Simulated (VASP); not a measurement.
# Al3Ni5 (Cmmm) in VASP: a series of runs, part 2 of 2

VASP 6.6.1.

### 4 Single point, PBEsol (strain +0.0150 x Voigt [0, 1, 0, 0, 0, 0])

INCAR reads:

```
SYSTEM = Al3Ni5
PREC = Accurate ; ENCUT = 520
EDIFF = 1E-7 ; ISMEAR = 0
SIGMA = 0.15 ; LREAL = .FALSE.
LASPH = .TRUE. ; NELM = 100
ALGO = Fast ; ISIF = 2
LWAVE = .FALSE. ; LCHARG = .FALSE.
GGA = PS ; NBANDS = 40
```

KPOINTS reads:

```
regular mesh
0
G
  8 8 10
  0 0 0
```

POSCAR reads:

```
Al3Ni5
1.0
    3.2933322760     -3.7473166611      0.0000000000
    3.2933322760      3.7473166611      0.0000000000
    0.0000000000      0.0000000000      3.7203545651
Al Ni
3 5
Direct
    0.5000000000      0.5000000000      0.0000000000
    0.7796888787      0.2203111213      0.5000000000
    0.2203111213      0.7796888787      0.5000000000
    0.0000000000      0.0000000000      0.0000000000
    0.0000000000      0.5000000000      0.0000000000
    0.5000000000      0.0000000000      0.0000000000
    0.2762373066      0.2762373066      0.5000000000
    0.7237626934      0.7237626934      0.5000000000
```

Potentials or basis: VASP PAW PBE potentials, release 64 (Al, Ni).

Run with:

```
$ cat potpaw_PBE.64/Al/POTCAR potpaw_PBE.64/Ni/POTCAR > POTCAR
$ mpirun -np 1 vasp_std > vasp.out
```

OUTCAR:

```text
SYSTEM = Al3Ni5
   PREC = Accurate
   ENCUT = 520
   EDIFF = 1E-7
   ISMEAR = 0
   LREAL = .FALSE.
   LASPH = .TRUE.
   NELM = 100
   ISIF = 2
   GGA = PS

 ion  position               nearest neighbor table
   1  0.500  0.500  0.000-   7 2.37   8 2.37   7 2.37   8 2.37   5 2.49   6 2.49   6 2.49   5 2.49
                             2 2.80   3 2.80   2 2.80   3 2.80
   2  0.780  0.220  0.500-   7 2.46   8 2.46   4 2.49   4 2.49   6 2.49   5 2.49   5 2.49   6 2.49
                             8 2.56   7 2.56   1 2.80   1 2.80   3 3.30   3 3.32   3 3.32
   3  0.220  0.780  0.500-   7 2.46   8 2.46   4 2.49   4 2.49   6 2.49   5 2.49   5 2.49   6 2.49
                             8 2.56   7 2.56   1 2.80   1 2.80   2 3.30   2 3.32   2 3.32
   4  0.000  0.000  0.000-   2 2.49   3 2.49   2 2.49   3 2.49   5 2.49   6 2.49   5 2.49   6 2.49
                             7 2.60   8 2.60   7 2.60   8 2.60
   5  0.000  0.500  0.000-   2 2.49   3 2.49   2 2.49   3 2.49   1 2.49   4 2.49   4 2.49   1 2.49
                             7 2.65   8 2.65   7 2.65   8 2.65
   6  0.500  0.000  0.000-   2 2.49   3 2.49   2 2.49   3 2.49   1 2.49   4 2.49   1 2.49   4 2.49
                             7 2.65   8 2.65   7 2.65   8 2.65
   7  0.276  0.276  0.500-   1 2.37   1 2.37   3 2.46   2 2.46   2 2.56   3 2.56   4 2.60   4 2.60
                             5 2.65   6 2.65   5 2.65   6 2.65   8 2.95
   8  0.724  0.724  0.500-   1 2.37   1 2.37   3 2.46   2 2.46   2 2.56   3 2.56   4 2.60   4 2.60
                             5 2.65   6 2.65   5 2.65   6 2.65   7 2.95

  LATTYP: Found a base centered orthorhombic cell.
 ALAT       =     6.5866645520
 B/A-ratio  =     1.1378495539
 C/A-ratio  =     0.5648313400

  Lattice vectors:

 A1 = (   3.2933322760,  -3.7473166611,   0.0000000000)
 A2 = (   3.2933322760,   3.7473166611,   0.0000000000)
 A3 = (   0.0000000000,   0.0000000000,   3.7203545651)

Analysis of symmetry for initial positions (statically):
=====================================================================
 Subroutine PRICEL returns:
 Original cell was already a primitive cell.

 Routine SETGRP: Setting up the symmetry group for a
 base centered orthorhombic supercell.

 Subroutine GETGRP returns: Found  8 space group operations
 (whereof  8 operations were pure point group operations)
 out of a pool of  8 trial point group operations.

The static configuration has the point symmetry D_2h.

Analysis of symmetry for dynamics (positions and initial velocities):
=====================================================================
 Subroutine PRICEL returns:
 Original cell was already a primitive cell.

 Routine SETGRP: Setting up the symmetry group for a
 base centered orthorhombic supercell.

 Subroutine GETGRP returns: Found  8 space group operations
 (whereof  8 operations were pure point group operations)
 out of a pool of  8 trial point group operations.

The dynamic configuration has the point symmetry D_2h.

 Subroutine INISYM returns: Found  8 space group operations
 (whereof  8 operations are pure point group operations),
 and found     1 'primitive' translations

----------------------------------------------------------------------------------------

                                     Primitive cell

  volume of cell :      91.8270

  direct lattice vectors                    reciprocal lattice vectors
     3.293332276 -3.747316661  0.000000000     0.151821911 -0.133428809  0.000000000
     3.293332276  3.747316661  0.000000000     0.151821911  0.133428809  0.000000000
[... 81 lines left out ...]
   total plane-waves  NPLWV =  44800
   dimension x,y,z NGX =    40 NGY =   40 NGZ =   28
   dimension x,y,z NGXF=    80 NGYF=   80 NGZF=   56
   ions per type =               3   5
   NGX,Y,Z   is equivalent  to a cutoff of  13.33, 13.33, 12.51 a.u.
   NGXF,Y,Z  is equivalent  to a cutoff of  26.66, 26.66, 25.02 a.u.
 SYSTEM =  Al3Ni5
   PREC   = accura    normal or accurate (medium, high low for compatibility)
   ISTART =      0    job   : 0-new  1-cont  2-samecut
   ICHARG =      2    charge: 1-file 2-atom 10-const
   ISPIN  =      1    spin polarized calculation?
   LNONCOLLINEAR =      F non collinear calculations
   LSORBIT =      F    spin-orbit coupling
   LASPH  =      T    aspherical Exc in radial PAW
   ENCUT  =  520.0 eV  38.22 Ry    6.18 a.u.   9.28  9.28  6.92*2*pi/ulx,y,z
   NELM   =    100;   NELMIN=  2; NELMDL= -5     # of ELM steps
   EDIFF  = 0.1E-06   stopping-criterion for ELM
   LREAL  =      F    real-space projection
   EDIFFG = 0.1E-05   stopping-criterion for IOM
   NSW    =      0    number of steps for IOM
   IBRION =     -1    ionic relax: 0-MD 1-quasi-New 2-CG
   NFREE  =      0    steps in history (QN), initial steepest desc. (CG)
   ISIF   =      2    stress and relaxation
   ISYM   =      2    0-nonsym 1-usesym 2-fastsym
   POTIM  = 0.5000    time-step for ionic-motion
   TEBEG  =    0.0;   TEEND  =   0.0 temperature during run
   PSTRESS=    0.0 pullay stress
   NELECT =      59.0000    total number of electrons
   NUPDOWN=      -1.0000    fix difference up-down
   EMIN   =  10.00;   EMAX   =-10.00  energy-range for DOS
   EFERMI =   0.00;   METHOD = LEGACY
   ISMEAR =     0;   SIGMA  =   0.15  broadening in eV -4-tet -1-fermi 0-gaus
   EFERMI_NEDOS =   21; number of points for ismear=-14 and -15
   IALGO  =     68    algorithm
   IMIX   =      4    mixing-type and parameters
     AMIX     =   0.40;   BMIX     =  1.00
     AMIX_MAG =   1.60;   BMIX_MAG =  1.00
  volume/ion in A,a.u.               =      11.48        77.46
  Fermi-wavevector in a.u.,A,eV,Ry     =   1.412653  2.669527 27.151619  1.995588
  Thomas-Fermi vector in A             =   2.534379
   LORBIT       =      0    0 simple, 1 ext, 2 COOP (PROOUT), +10 PAW based schemes
   GGA     = PS    functional components
   LHFCALC =     F    Hartree Fock is set to
   AEXX    =    0.0000 exact exchange contribution
   IVDW    =     0    specifies the selected vdW correction
   LEPSILON=     F    determine dielectric tensor
   LRPA    =     F    only Hartree local field effects (RPA)
 non-spin polarized calculation
 RMM-DIIS sequential band-by-band and
 Gauss-broadening in eV      SIGMA  =   0.15
  energy-cutoff  :      520.00
  volume of cell :       91.83
 maximum number of plane-waves:      2494
 NGX is ok and might be reduce to    40
   NGX = 19   NGY = 19   NGZ = 13

 number of electron      58.9999901 magnetization

 Free energy of the ion-electron system (eV)
  ---------------------------------------------------
  ext. energy  EPLUGINS =         0.00000000
  ---------------------------------------------------
  free energy    TOTEN  =       -47.61702468 eV

  energy without entropy =      -47.57161506  energy(sigma->0) =      -47.59431987

 E-fermi :   9.8608     XC(G=0): -12.5489

 val. band max:        9.8604049061   @ k =   0.2500   0.0000   0.1000
 cond. band min:       9.8634877625   @ k =   0.2500   0.2500   0.4000
 fundamental gap:      0.0030828565
 Fermi energy:         9.8608112919

 k-point     1 :       0.0000    0.0000    0.0000
  band No.  band energies     occupation
      1      -0.9058      2.00000
      2       3.8199      2.00000
      3       3.9716      2.00000
      4       4.8255      2.00000
      5       5.4735      2.00000
      6       5.5848      2.00000
[... 1021 lines left out ...]
     39      17.1093      0.00000
     40      17.2534      0.00000

 [... further k-points ...]

------------------------ aborting loop because EDIFF is reached ----------------------------------------

  FORCE on cell =-STRESS in cart. coord.  units (eV):
  Direction    XX          YY          ZZ          XY          YZ          ZX
  --------------------------------------------------------------------------------------
  -------------------------------------------------------------------------------------
  Total       -1.3690119     -2.0530301     -0.7015630      0.0000000      0.0000000      0.0000000
  in kB      -23.8862258    -35.8208293    -12.2407207      0.0000000      0.0000000      0.0000000
  external PRESSURE =     -23.9825920 kB  Pullay stress =       0.0000000 kB

 VOLUME and BASIS-vectors are now :
 -----------------------------------------------------------------------------
  energy-cutoff  :      520.00
  volume of cell :       91.83
      direct lattice vectors                 reciprocal lattice vectors
     3.293332276 -3.747316661  0.000000000     0.151821911 -0.133428809  0.000000000
     3.293332276  3.747316661  0.000000000     0.151821911  0.133428809  0.000000000
     0.000000000  0.000000000  3.720354565     0.000000000  0.000000000  0.268791585

 POSITION                                       TOTAL-FORCE (eV/Angst)
 -----------------------------------------------------------------------------------
      3.29333      0.00000      0.00000        -0.000000     -0.000000     -0.000000
      3.29333     -2.09617      1.86018         0.000000      0.000515     -0.000000
      3.29333      2.09617      1.86018         0.000000     -0.000515      0.000000
      0.00000      0.00000      0.00000         0.000000     -0.000000     -0.000000
      1.64667      1.87366      0.00000         0.000000      0.000000     -0.000000
      1.64667     -1.87366      0.00000        -0.000000      0.000000     -0.000000
      1.81948      0.00000      1.86018        -0.033272      0.000000     -0.000000
      4.76718      0.00000      1.86018         0.033272      0.000000     -0.000000
 -----------------------------------------------------------------------------------
    total drift:                               -0.000000     -0.000000      0.000000

  FREE ENERGIE OF THE ION-ELECTRON SYSTEM (eV)
  ---------------------------------------------------
  free  energy   TOTEN  =       -47.6170246848 eV

  energy  without entropy=      -47.5716150599  energy(sigma->0) =      -47.59431987
```

Run time: 5.4 min. Hardware: 1 thread of Intel Xeon 6975P-C (Granite Rapids), shared host; peak memory 0.44 GiB.

What came out:

```
Free energy            : -47.6170 eV
Pressure               : -2.4 GPa
Largest force          : 0.033 eV/Å
Band gap on the k mesh : zero (an odd number of electrons rules out a gap without spin polarisation)
```

Forces on the atoms (eV/Å):
```
Al   0.000  0.000  0.000
Al   0.000  0.001  0.000
Al   0.000 -0.001  0.000
Ni   0.000  0.000  0.000
Ni   0.000  0.000  0.000
Ni   0.000  0.000  0.000
Ni  -0.033  0.000  0.000
Ni   0.033  0.000  0.000
```

Levels at points of the mesh, in eV from the Fermi level:
| k point | band 25 | band 26 | band 27 | band 28 | band 29 | band 30 | band 31 | band 32 | band 33 | band 34 |
| --- | --- | --- | --- | --- | --- | --- | --- | --- | --- | --- |
| (0.00, 0.00, 0.00) | -1.07 | -0.86 | -0.86 | -0.80 | -0.71 | -0.56 | 0.07 | 0.41 | 2.09 | 4.06 |
| (0.50, 0.00, 0.00) | -1.02 | -1.01 | -0.96 | -0.75 | -0.27 | -0.26 | 1.11 | 2.05 | 2.27 | 3.62 |
| (0.50, 0.50, 0.00) | -1.21 | -1.08 | -1.03 | -1.03 | -0.56 | 3.14 | 3.27 | 3.44 | 3.70 | 3.84 |
| (0.00, 0.00, 0.50) | -1.57 | -1.38 | -1.20 | -1.09 | -0.71 | -0.69 | -0.36 | 2.10 | 2.45 | 2.66 |
| (0.50, 0.00, 0.50) | -1.38 | -1.21 | -1.15 | -1.09 | -0.56 | 0.67 | 0.94 | 0.96 | 1.01 | 2.83 |
| (0.50, 0.50, 0.50) | -1.35 | -1.32 | -1.22 | -1.21 | -1.03 | -0.12 | -0.11 | 0.08 | 0.12 | 6.28 |

Caveat: the cell differs from its parent crystal (strain +0.0150 x Voigt [0, 1, 0, 0, 0, 0]); the PAW data sets were made with another functional, which shifts forces and pressure a little. Spin polarisation is off, so any magnetic state and its effect on volume and gap are missing.

### 5 Summary

| cell | further INCAR settings | gap on the mesh (eV) | pressure (GPa) | largest force (eV/Å) |
| --- | --- | --- | --- | --- |
| a = 4.865, b = 4.865, c = 3.720 Å, angles 90.0, 90.0, 94.8°, 8 atoms | ALGO = Fast; EDIFF = 1e-06; NBANDS = 40 | none | 6.3 | 0.05 |
| a = 4.906, b = 4.906, c = 3.720 Å, angles 90.0, 90.0, 95.7°, 8 atoms | ALGO = Fast; EDIFF = 1e-07; NBANDS = 40 | none | 3.1 | 0.02 |
| a = 4.989, b = 4.989, c = 3.720 Å, angles 90.0, 90.0, 97.4°, 8 atoms | ALGO = Fast; EDIFF = 1e-07; NBANDS = 40 | none | -2.4 | 0.03 |

Alike in all rows: task single point; level PBEsol; potentials or basis VASP PAW PBE potentials, release 64 (Al, Ni); no spin polarisation; k mesh 8 × 8 × 10; cutoff (eV) 520; smearing gaussian 0.15 eV.

Caveats: the PAW data sets were made with another functional, which shifts forces and pressure a little; the cell stands under pressure (at least some runs).

Total energies depend on the potentials used, so only differences within one code and one set of settings carry meaning.
